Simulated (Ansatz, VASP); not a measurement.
# Two plane-wave programs on MgO

```
CELL_PARAMETERS angstrom
3.39922 0.00000 0.00000
-1.69961 2.94381 0.00000
0.00000 0.00000 4.28249
ATOMIC_POSITIONS crystal
Mg 0.66667 0.33333 0.75000
Mg 0.33333 0.66667 0.25000
O 0.66667 0.33333 0.25000
O 0.33333 0.66667 0.75000
```

Change from the starting cell: strain -0.025 along x and y, +0.025 along z, atoms carried along.

Alike in both runs: task single point; functional PBEsol; k mesh 9 × 9 × 6; occupations gaussian, width 0.05 eV; no spin polarisation.

|  | VASP | Ansatz |
| --- | --- | --- |
| version | VASP 6.6.1 | Ansatz 0.2.0 |
| potentials or method | VASP PAW PBE potentials, release 64 (Mg, O), cutoff 520 eV | scalar-relativistic, plane waves, PAW |
| valence electrons in the cell | 16 | 32 |

Ansatz gave:

| Property | Result |
| --- | --- |
| gap on the k mesh at the Fermi level (eV) | 3.40 |
| least direct gap on the mesh (eV) | 3.40 |
| pressure (GPa) | 5.1 |
| traceless stress, the component that is largest in VASP (GPa) | -6.05 |

What did VASP give for the same quantities?

gap on the k mesh at the Fermi level (eV): 3.39; least direct gap on the mesh (eV): 3.39; pressure (GPa): 4.9; traceless stress, the component that is largest in VASP (GPa): -6.17.

VASP's potentials were made for PBE, not for PBEsol. The functional is the same, so the differences come from potentials, cutoffs and numerics. VASP's potentials hold 16 valence electrons a cell and Ansatz's 32, so a difference there can come from the potentials and not from the codes.
